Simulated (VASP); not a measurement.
# Ta2N (P-31m) in VASP: single point with LDA

Aim: the single point of Ta2N with LDA.

Program: VASP 6.6.1. These are calculated values, not measurements. Logs are shortened: lines on timing, memory, paths and dates and some standing lists are left out, and cuts for length are marked.

### Step 1. The cell of the first run

It takes space group P-31m (No. 162, trigonal). Conventional cell: a = 5.229 Å, b = 5.229 Å, c = 4.883 Å, α = 90.00°, β = 90.00°, γ = 120.00°. Within 2.8 Å of Ta (site symmetry m) lie 3 N at 2.12 to 2.14 Å. N (site symmetry 32) has 6 Ta at 2.14 Å within 2.8 Å. Within 2.8 Å of N (site symmetry -3m) lie 6 Ta at 2.12 Å.

### Step 2. Single point, LDA

Contents of INCAR:

```
SYSTEM = Ta2N
ALGO     = Normal         ! electronic algorithm
EDIFF    = 1E-7           ! SCF threshold, eV
ENCUT    = 520            ! plane-wave cutoff, eV
ISIF     = 2              ! what is computed and relaxed
ISMEAR   = 0              ! smearing method
LASPH    = .TRUE.         ! aspherical terms in the spheres
LCHARG   = .FALSE.        ! write CHGCAR
LREAL    = .FALSE.        ! projectors in reciprocal space
LWAVE    = .FALSE.        ! write WAVECAR
NBANDS   = 50             ! bands
NELM     = 60             ! most SCF steps
PREC     = Accurate       ! precision mode
SIGMA    = 0.1            ! smearing width, eV
```

Contents of KPOINTS:

```
k-points
0
G
  12 12 10
  0 0 0
```

Contents of POSCAR:

```
Ta2N
1.0
    5.2289788367      0.0000000029      0.0000000000
   -2.6144894208      4.5284285070      0.0000000000
    0.0000000000      0.0000000000      4.8830453065
Ta N
6 3
Direct
    0.6668957639      0.6668957639      0.7526753697
    0.0000000000      0.3331042361      0.7526753697
    0.3331042361      0.0000000000      0.7526753697
    0.3331042361      0.3331042361      0.2473246303
    0.0000000000      0.6668957639      0.2473246303
    0.6668957639      0.0000000000      0.2473246303
    0.6666666667      0.3333333333      0.5000000000
    0.3333333333      0.6666666667      0.5000000000
    0.0000000000      0.0000000000      0.0000000000
```

Potentials or basis: VASP PAW LDA potentials, release 64 (Ta_pv, N).

The run is started by

```
cat potpaw_LDA.64/Ta_pv/POTCAR potpaw_LDA.64/N/POTCAR > POTCAR
mpirun -np 1 vasp_std > vasp.out
```

OUTCAR:

```text
SYSTEM = Ta2N
   EDIFF = 1E-7
   ENCUT = 520
   ISIF = 2
   ISMEAR = 0
   LASPH = .TRUE.
   LREAL = .FALSE.
   NELM = 60
   PREC = Accurate

 ion  position               nearest neighbor table
   1  0.667  0.667  0.753-   9 2.12   7 2.14   8 2.14   6 2.98   5 2.98   4 2.98   2 3.02   3 3.02
                             2 3.02   3 3.02   3 3.02   2 3.02   6 3.02   5 3.02   4 3.02
   2  0.000  0.333  0.753-   9 2.12   7 2.14   8 2.14   4 2.98   6 2.98   5 2.98   3 3.02   1 3.02
                             1 3.02   3 3.02   3 3.02   1 3.02   4 3.02   6 3.02   5 3.02
   3  0.333  0.000  0.753-   9 2.12   8 2.14   7 2.14   4 2.98   5 2.98   6 2.98   2 3.02   1 3.02
                             1 3.02   2 3.02   1 3.02   2 3.02   4 3.02   5 3.02   6 3.02
   4  0.333  0.333  0.247-   9 2.12   8 2.14   7 2.14   3 2.98   2 2.98   1 2.98   5 3.02   6 3.02
                             5 3.02   6 3.02   6 3.02   5 3.02   3 3.02   2 3.02   1 3.02
   5  0.000  0.667  0.247-   9 2.12   8 2.14   7 2.14   1 2.98   3 2.98   2 2.98   6 3.02   4 3.02
                             4 3.02   6 3.02   6 3.02   4 3.02   1 3.02   3 3.02   2 3.02
   6  0.667  0.000  0.247-   9 2.12   7 2.14   8 2.14   1 2.98   2 2.98   3 2.98   5 3.02   4 3.02
                             4 3.02   5 3.02   4 3.02   5 3.02   1 3.02   2 3.02   3 3.02
   7  0.667  0.333  0.500-   6 2.14   2 2.14   5 2.14   3 2.14   1 2.14   4 2.14
   8  0.333  0.667  0.500-   3 2.14   5 2.14   2 2.14   6 2.14   4 2.14   1 2.14
   9  0.000  0.000  0.000-   2 2.12   5 2.12   3 2.12   6 2.12   1 2.12   4 2.12

  LATTYP: Found a hexagonal cell.
 ALAT       =     5.2289788367
 C/A-ratio  =     0.9338430043

  Lattice vectors:

 A1 = (   5.2289788367,   0.0000000029,   0.0000000000)
 A2 = (  -2.6144894208,   4.5284285070,   0.0000000000)
 A3 = (   0.0000000000,   0.0000000000,   4.8830453065)

Analysis of symmetry for initial positions (statically):
=====================================================================
 Subroutine PRICEL returns:
 Original cell was already a primitive cell.

 Routine SETGRP: Setting up the symmetry group for a
 hexagonal supercell.

 Subroutine GETGRP returns: Found 12 space group operations
 (whereof 12 operations were pure point group operations)
 out of a pool of 24 trial point group operations.

The static configuration has the point symmetry D_3d.

Analysis of symmetry for dynamics (positions and initial velocities):
=====================================================================
 Subroutine PRICEL returns:
 Original cell was already a primitive cell.

 Routine SETGRP: Setting up the symmetry group for a
 hexagonal supercell.

 Subroutine GETGRP returns: Found 12 space group operations
 (whereof 12 operations were pure point group operations)
 out of a pool of 24 trial point group operations.

The dynamic configuration has the point symmetry D_3d.

 Subroutine INISYM returns: Found 12 space group operations
 (whereof 12 operations are pure point group operations),
 and found     1 'primitive' translations

----------------------------------------------------------------------------------------

                                     Primitive cell

  volume of cell :     115.6259

  direct lattice vectors                    reciprocal lattice vectors
     5.228978837  0.000000003  0.000000000     0.191241929  0.110413579  0.000000000
    -2.614489421  4.528428507  0.000000000    -0.000000000  0.220827159  0.000000000
     0.000000000  0.000000000  4.883045306     0.000000000  0.000000000  0.204790236

  length of vectors
     5.228978837  5.228978837  4.883045306     0.220827159  0.220827159  0.204790236

  position of ions in fractional coordinates (direct lattice)
     0.666895764  0.666895764  0.752675370
     0.000000000  0.333104236  0.752675370
     0.333104236  0.000000000  0.752675370
     0.333104236  0.333104236  0.247324630
     0.000000000  0.666895764  0.247324630
     0.666895764  0.000000000  0.247324630
     0.666666667  0.333333333  0.500000000
     0.333333333  0.666666667  0.500000000
     0.000000000  0.000000000  0.000000000

  ion indices of the primitive-cell ions
   primitive index   ion index
                 1           1
                 2           2
                 3           3
                 4           4
                 5           5
                 6           6
                 7           7
                 8           8
                 9           9

----------------------------------------------------------------------------------------

 KPOINTS: k-points

Automatic generation of k-mesh.
 Grid dimensions read from file:
 generate k-points for:   12   12   10

 Generating k-lattice:

  Cartesian coordinates                     Fractional coordinates (reciprocal lattice)
     0.015936827  0.009201132  0.000000000     0.083333333  0.000000000  0.000000000
    -0.000000000  0.018402263  0.000000000    -0.000000000  0.083333333  0.000000000
     0.000000000  0.000000000  0.020479024     0.000000000  0.000000000  0.100000000

  Length of vectors
     0.018402263  0.018402263  0.020479024

  Shift w.r.t. Gamma in fractional coordinates (k-lattice)
     0.000000000  0.000000000  0.000000000

 Subroutine IBZKPT returns following result:
 ===========================================

 Found    162 irreducible k-points:

 Following reciprocal coordinates:
            Coordinates               Weight
  0.000000  0.000000  0.000000      1.000000
  0.083333  0.000000  0.000000      6.000000
  0.166667  0.000000  0.000000      6.000000
  0.250000  0.000000  0.000000      6.000000
  0.333333  0.000000  0.000000      6.000000
  0.416667  0.000000  0.000000      6.000000
[... 16 lines left out ...]
  0.250000  0.000000  0.100000     12.000000
  0.333333  0.000000  0.100000     12.000000
 [... further k-points ...]
   k-points           NKPTS =    162   k-points in BZ     NKDIM =    162   number of bands    NBANDS=     50
   number of dos      NEDOS =    301   number of ions     NIONS =      9
   total plane-waves  NPLWV =  57600
   dimension x,y,z NGX =    40 NGY =   40 NGZ =   36
   dimension x,y,z NGXF=    80 NGYF=   80 NGZF=   72
   ions per type =               6   3
   NGX,Y,Z   is equivalent  to a cutoff of  12.72, 12.72, 12.26 a.u.
   NGXF,Y,Z  is equivalent  to a cutoff of  25.43, 25.43, 24.51 a.u.
 SYSTEM =  Ta2N
   PREC   = accura    normal or accurate (medium, high low for compatibility)
   ISTART =      0    job   : 0-new  1-cont  2-samecut
   ICHARG =      2    charge: 1-file 2-atom 10-const
   ISPIN  =      1    spin polarized calculation?
   LNONCOLLINEAR =      F non collinear calculations
   LSORBIT =      F    spin-orbit coupling
   LASPH  =      T    aspherical Exc in radial PAW
   ENCUT  =  520.0 eV  38.22 Ry    6.18 a.u.   9.72  9.72  9.08*2*pi/ulx,y,z
   NELM   =     60;   NELMIN=  2; NELMDL= -5     # of ELM steps
   EDIFF  = 0.1E-06   stopping-criterion for ELM
   LREAL  =      F    real-space projection
   EDIFFG = 0.1E-05   stopping-criterion for IOM
   NSW    =      0    number of steps for IOM
   IBRION =     -1    ionic relax: 0-MD 1-quasi-New 2-CG
   NFREE  =      0    steps in history (QN), initial steepest desc. (CG)
   ISIF   =      2    stress and relaxation
   ISYM   =      2    0-nonsym 1-usesym 2-fastsym
   POTIM  = 0.5000    time-step for ionic-motion
   TEBEG  =    0.0;   TEEND  =   0.0 temperature during run
   PSTRESS=    0.0 pullay stress
   NELECT =      81.0000    total number of electrons
   NUPDOWN=      -1.0000    fix difference up-down
   EMIN   =  10.00;   EMAX   =-10.00  energy-range for DOS
   EFERMI =   0.00;   METHOD = LEGACY
   ISMEAR =     0;   SIGMA  =   0.10  broadening in eV -4-tet -1-fermi 0-gaus
   EFERMI_NEDOS =   21; number of points for ismear=-14 and -15
   IALGO  =     38    algorithm
   IMIX   =      4    mixing-type and parameters
     AMIX     =   0.40;   BMIX     =  1.00
     AMIX_MAG =   1.60;   BMIX_MAG =  1.00
  volume/ion in A,a.u.               =      12.85        86.70
  Fermi-wavevector in a.u.,A,eV,Ry     =   1.453957  2.747580 28.762579  2.113990
  Thomas-Fermi vector in A             =   2.571163
   LORBIT       =      0    0 simple, 1 ext, 2 COOP (PROOUT), +10 PAW based schemes
   GGA     = CA    functional components
   LHFCALC =     F    Hartree Fock is set to
   AEXX    =    0.0000 exact exchange contribution
   IVDW    =     0    specifies the selected vdW correction
   LEPSILON=     F    determine dielectric tensor
   LRPA    =     F    only Hartree local field effects (RPA)
 non-spin polarized calculation
 Gauss-broadening in eV      SIGMA  =   0.10
  energy-cutoff  :      520.00
  volume of cell :      115.63
 maximum number of plane-waves:      3175
   NGX = 19   NGY = 19   NGZ = 19

 number of electron      81.0000008 magnetization

 Free energy of the ion-electron system (eV)
  ---------------------------------------------------
  ext. energy  EPLUGINS =         0.00000000
  ---------------------------------------------------
  free energy    TOTEN  =      -114.08933495 eV

  energy without entropy =     -114.07342165  energy(sigma->0) =     -114.08137830

 E-fermi :   7.7297     XC(G=0): -13.3476

 val. band max:        7.7275052303   @ k =   0.0000   0.0000   0.1000
 cond. band min:       7.7324561079   @ k =   0.2500   0.0000   0.4000
 fundamental gap:      0.0049508776
 Fermi energy:         7.7296643448

 k-point     1 :       0.0000    0.0000    0.0000
  band No.  band energies     occupation
      1     -27.8749      2.00000
      2     -27.4387      2.00000
      3     -27.2443      2.00000
      4     -27.2443      2.00000
      5     -27.2285      2.00000
      6     -27.2285      2.00000
[... 42 lines left out ...]
     49      10.9679      0.00000
     50      11.3944      0.00000

 k-point     2 :       0.0833    0.0000    0.0000
  band No.  band energies     occupation
      1     -27.8673      2.00000
      2     -27.4487      2.00000
      3     -27.2770      2.00000
      4     -27.2745      2.00000
      5     -27.2321      2.00000
      6     -27.2045      2.00000
[... 42 lines left out ...]
     49      11.0237      0.00000
     50      11.0562      0.00000

 k-point     3 :       0.1667    0.0000    0.0000
  band No.  band energies     occupation
      1     -27.8448      2.00000
      2     -27.4712      2.00000
      3     -27.3155      2.00000
      4     -27.3003      2.00000
      5     -27.2625      2.00000
      6     -27.1751      2.00000
[... 42 lines left out ...]
     49      10.6035      0.00000
     50      11.1933      0.00000

 k-point     4 :       0.2500    0.0000    0.0000
  band No.  band energies     occupation
      1     -27.8093      2.00000
      2     -27.4957      2.00000
      3     -27.3365      2.00000
      4     -27.3064      2.00000
      5     -27.2977      2.00000
      6     -27.1754      2.00000
[... 999 lines left out ...]
 k-point    23 :       0.2500    0.0000    0.1000
  band No.  band energies     occupation
      1     -27.7947      2.00000
      2     -27.5161      2.00000
      3     -27.3707      2.00000
      4     -27.3263      2.00000
      5     -27.2539      2.00000
      6     -27.1699      2.00000
[... 42 lines left out ...]
     49      10.8678      0.00000
     50      11.0479      0.00000

 k-point    24 :       0.3333    0.0000    0.1000
  band No.  band energies     occupation
      1     -27.7593      2.00000
      2     -27.5322      2.00000
      3     -27.3729      2.00000
      4     -27.3351      2.00000
      5     -27.2601      2.00000
      6     -27.1997      2.00000
[... 42 lines left out ...]
     49      10.8690      0.00000
     50      11.2835      0.00000

 [... further k-points ...]

------------------------ aborting loop because EDIFF is reached ----------------------------------------

  FORCE on cell =-STRESS in cart. coord.  units (eV):
  Direction    XX          YY          ZZ          XY          YZ          ZX
  --------------------------------------------------------------------------------------
  -------------------------------------------------------------------------------------
  Total        1.1448649      1.1448649      1.1731399      0.0000000      0.0000000      0.0000000
  in kB       15.8638898     15.8638898     16.2556832      0.0000000      0.0000000      0.0000000
  external PRESSURE =      15.9944876 kB  Pullay stress =       0.0000000 kB

 VOLUME and BASIS-vectors are now :
 -----------------------------------------------------------------------------
  energy-cutoff  :      520.00
  volume of cell :      115.63
      direct lattice vectors                 reciprocal lattice vectors
     5.228978837  0.000000003  0.000000000     0.191241929  0.110413579  0.000000000
    -2.614489421  4.528428507  0.000000000    -0.000000000  0.220827159  0.000000000
     0.000000000  0.000000000  4.883045306     0.000000000  0.000000000  0.204790236

 POSITION                                       TOTAL-FORCE (eV/Angst)
 -----------------------------------------------------------------------------------
      1.74359      3.01999      3.67535        -0.004116     -0.007129      0.013949
     -0.87090      1.50844      3.67535        -0.004116      0.007129      0.013949
      1.74180      0.00000      3.67535         0.008232      0.000000      0.013949
      0.87090      1.50844      1.20770         0.004116      0.007129     -0.013949
     -1.74359      3.01999      1.20770         0.004116     -0.007129     -0.013949
      3.48718      0.00000      1.20770        -0.008232     -0.000000     -0.013949
      2.61449      1.50948      2.44152         0.000000     -0.000000      0.000000
     -0.00000      3.01895      2.44152         0.000000      0.000000      0.000000
      0.00000      0.00000      0.00000         0.000000      0.000000      0.000000
 -----------------------------------------------------------------------------------
    total drift:                                0.000000     -0.000000      0.000000

  FREE ENERGIE OF THE ION-ELECTRON SYSTEM (eV)
  ---------------------------------------------------
  free  energy   TOTEN  =      -114.0893349484 eV

  energy  without entropy=     -114.0734216454  energy(sigma->0) =     -114.08137830
```

Run time: 6 min. Hardware: 1 thread of Intel Xeon 6975P-C (Granite Rapids), shared host; peak memory 0.69 GiB.

Results:

```yaml
Free_energy: -114.0893 eV
Pressure: 1.6 GPa
Largest_force: 0.016 eV/Å
Band_gap_on_the_k_mesh: zero (an odd number of electrons rules out a gap without spin polarisation)
```

Forces in eV/Å, atoms in the order of the input:
```
Ta  -0.004 -0.007  0.014
Ta  -0.004  0.007  0.014
Ta   0.008  0.000  0.014
Ta   0.004  0.007 -0.014
Ta   0.004 -0.007 -0.014
Ta  -0.008  0.000 -0.014
N    0.000  0.000  0.000
N    0.000  0.000  0.000
N    0.000  0.000  0.000
```

Levels at points of the mesh, in eV from the Fermi level:
```csv
k point,band 39,band 40,band 41,band 42,band 43,band 44
"(0.00, 0.00, 0.00)",-0.51,-0.51,-0.39,-0.17,-0.17,0.69
"(0.50, 0.00, 0.00)",-1.39,0.37,0.57,0.93,0.98,1.88
"(0.00, 0.00, 0.50)",-1.43,-1.43,-1.02,0.62,0.62,0.81
"(0.50, 0.00, 0.50)",-1.28,-0.78,-0.04,0.13,0.19,0.68
```

Caveat: spin-orbit coupling is left out, which moves the levels of the heavy elements.
